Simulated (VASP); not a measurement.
Write the native input for VASP 6.6.1 that does the following.

```yaml
Task: single point
Functional: PBE
Potentials_or_basis: VASP PAW PBE potentials, release 64 (Al, H)
Cutoff: 520 eV
k_mesh: 5 × 4 × 1
Occupations: gaussian, width 0.1 eV
Spin: no spin polarisation
Dipole_correction: yes
Further_INCAR_settings: LREAL = Auto; ALGO = Normal; EDIFF = 1e-06; NBANDS = 40
```

The structure of Al8H lies in POSCAR:

```
Al8H
1.0
    5.7135165837      0.0000000000      0.0000000000
    0.0000000000      8.0801326415      0.0000000000
    0.0000000000      0.0000000000     22.2432786975
Al H
16 2
Direct
    0.2500000000      0.2500000000      0.1798296040
    0.2500000000      0.7500000000      0.1798296040
    0.7500000000      0.2500000000      0.1798296040
    0.7500000000      0.7500000000      0.1798296040
    0.0000000000      0.0000000000      0.2440458181
    0.0000000000      0.5000000000      0.2440458181
    0.5000000000      0.0000000000      0.2440458181
    0.5000000000      0.5000000000      0.2440458181
    0.2500000000      0.2500000000      0.3102598702
    0.2500000000      0.7500000000      0.3102598702
    0.7500000000      0.2500000000      0.3102598702
    0.7500000000      0.7500000000      0.3102598702
    0.0000000000      0.0000000000      0.3705963860
    0.0000000000      0.5000000000      0.3705963860
    0.5000000000      0.0000000000      0.3705963860
    0.5000000000      0.5000000000      0.3705963860
    0.2500000000      0.1116978149      0.4195999531
    0.2500000000      0.3883021851      0.4195999531
```

The input as run:

INCAR

```
PREC = Accurate
ENCUT = 520
EDIFF = 1E-6
ISMEAR = 0
SIGMA = 0.1
LREAL = Auto
LASPH = True
NELM = 60
ALGO = Normal
ISIF = 2
LWAVE = False
LCHARG = False
LDIPOL = True
IDIPOL = 3
DIPOL = 0.5 0.5 0.292
GGA = PE
NBANDS = 40
```

KPOINTS

```
regular mesh
0
Gamma
  5 4 1
```

Potentials or basis: VASP PAW PBE potentials, release 64 (Al, H).

Command:

```sh
$ cat potpaw_PBE.64/Al/POTCAR potpaw_PBE.64/H/POTCAR > POTCAR
$ mpirun -np 1 vasp_std > vasp.out
```

Results of the run:

| Item | Value |
| --- | --- |
| Largest force | 0.979 eV/Å |
| Band gap on the k mesh | zero (bands 25 and 26 overlap by 0.66 eV) |

Run time: 19 min on 1 thread of Intel(R) Xeon(R) Platinum 8375C CPU @ 2.90GHz (Ice Lake), with other jobs on the host, peak memory 0.88 GiB.
